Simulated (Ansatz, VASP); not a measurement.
# SnSe: VASP beside Ansatz

```
CELL_PARAMETERS angstrom
0.00000 2.92816 2.97275
2.97275 0.00000 2.97275
2.97275 2.92816 0.00000
ATOMIC_POSITIONS crystal
Sn 0.00000 0.00000 0.00000
Se 0.50000 0.50000 0.50000
```

Change from the starting cell: strain -0.0150 x Voigt [0, 1, 0, 0, 0, 0], atoms carried along.

Alike in both runs: task single point; functional PBEsol; k mesh 8 × 8 × 8; occupations gaussian, width 0.05 eV; no spin polarisation.

|  | VASP | Ansatz |
| --- | --- | --- |
| version | VASP 6.6.1 | Ansatz 0.2.0 |
| potentials or method | VASP PAW PBE potentials, release 64 (Sn_d, Se), cutoff 520 eV | scalar-relativistic, plane waves, PAW |
| valence electrons in the cell | 20 | 30 |

```csv
,VASP,Ansatz,Ansatz less VASP
gap on the k mesh at the Fermi level (eV),0.76,0.76,+0.002
least direct gap on the mesh (eV),0.88,0.88,-0.001
pressure (GPa),0.9,0.9,-0.02
"traceless stress, the component that is largest in VASP (GPa)",1.49,1.49,-0.006
```

VASP's potentials were made for PBE, not for PBEsol. VASP's potentials hold 20 valence electrons a cell and Ansatz's 30, so a difference there can come from the potentials and not from the codes.
